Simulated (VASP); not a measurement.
Here is a VASP 6.6.1 calculation.

INCAR

```
  ALGO = Normal
  EDIFF = 1E-6
  ENCUT = 520
  GGA = PE
  ISIF = 2
  ISMEAR = -1
  LASPH = T
  LCHARG = F
  LREAL = Auto
  LWAVE = F
  NBANDS = 53
  NELM = 80
  PREC = Accurate
  SIGMA = 0.02
```

Contents of KPOINTS:

```
k-points
0
Gamma
  2 2 2
```

The input POSCAR:

```
Si16Ge
1.0
    0.0000000000      5.4300000000      5.4300000000
    5.4300000000      0.0000000000      5.4300000000
    5.4300000000      5.4300000000      0.0000000000
Si Ge
16 1
Direct
   -0.0207232044     -0.0202022099     -0.0204029466
    0.1050561694      0.1054519337      0.1053484346
    0.0121728361      0.0119361878      0.4688129834
    0.1267963168      0.1275493554      0.6101086556
    0.0120802026      0.4689549724      0.0117606814
    0.1267560773      0.6103004604      0.1272842541
    0.0148709945      0.4984465009      0.4981844383
    0.1562124309      0.6133584715      0.6134680479
    0.4683842541      0.0123536832      0.0123236648
    0.6097908840      0.1274724678      0.1272520258
    0.4976883057      0.0153435543      0.4981231123
    0.6130252302      0.1566902394      0.6129000000
    0.4976532228      0.4983523020      0.0151819521
    0.6132108656      0.6130213628      0.1564500921
    0.5197787293      0.5200689687      0.5198925414
    0.6453545120      0.6458554328      0.6456917127
    0.8119501842      0.8133120626      0.8128853591
```

Potentials or basis: VASP PAW PBE potentials, release 64 (Si, Ge_d).

The run is started by

```console
$ cat potpaw_PBE.64/Si/POTCAR potpaw_PBE.64/Ge_d/POTCAR > POTCAR
$ mpirun -np 1 vasp_std > vasp.out
```

Predict the largest force.

0.065 eV/Å.

Estimate the band gap on the k mesh.

0.06 eV.

Estimate the pressure.

5.9 GPa.

Forces in eV/Å, atoms in the order of the input:
```
Si  -0.036 -0.037 -0.037
Si  -0.021 -0.022 -0.022
Si   0.000 -0.011  0.003
Si  -0.011 -0.009  0.011
Si   0.002  0.005 -0.010
Si  -0.010  0.013 -0.009
Si  -0.014  0.010  0.008
Si  -0.006  0.001  0.007
Si  -0.002 -0.008 -0.006
Si   0.010 -0.011 -0.010
Si   0.010 -0.010  0.011
Si   0.010  0.002  0.004
Si   0.009  0.011 -0.010
Si   0.011  0.002  0.000
Si   0.021  0.019  0.021
Si   0.039  0.036  0.037
Ge  -0.012  0.008  0.003
```

Caveat: the k points lie up to 0.50 Å⁻¹ apart.
